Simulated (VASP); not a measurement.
Input of a VASP 6.6.1 run:

File INCAR:

```
PREC = Accurate
ENCUT = 520
EDIFF = 1E-6
ISMEAR = -1
SIGMA = 0.1
LREAL = False
LASPH = True
NELM = 60
ALGO = Normal
ISIF = 2
LWAVE = False
LCHARG = False
GGA = RP
NBANDS = 28
```

KPOINTS

```
Automatic mesh
0
Gamma
  9 9 14
```

The input POSCAR:

```
Mo
1.0
    4.8712857403      0.0000000000      0.0000000000
   -2.4356428702      4.2186572002      0.0000000000
    0.0000000000      0.0000000000      2.6743707182
Mo
3
Direct
    0.0000000000      1.0000000000      0.0000000000
    0.3333333333      0.6666666667      0.5000000000
    0.6666666667      0.3333333333      0.5000000000
```

Potentials or basis: VASP PAW PBE potentials, release 64 (Mo_sv).

Run with:

```sh
$ cat potpaw_PBE.64/Mo_sv/POTCAR > POTCAR
$ mpirun -np 1 vasp_std > vasp.out
```

(1) What does it give for the pressure?

(2) What does it give for the band gap on the k mesh?

Results:

(1) -19.9 GPa.

(2) zero (bands 21 and 22 overlap by 1.14 eV).

Caveat: the cell stands under tension; the PAW data sets were made with another functional, which shifts forces and pressure a little.
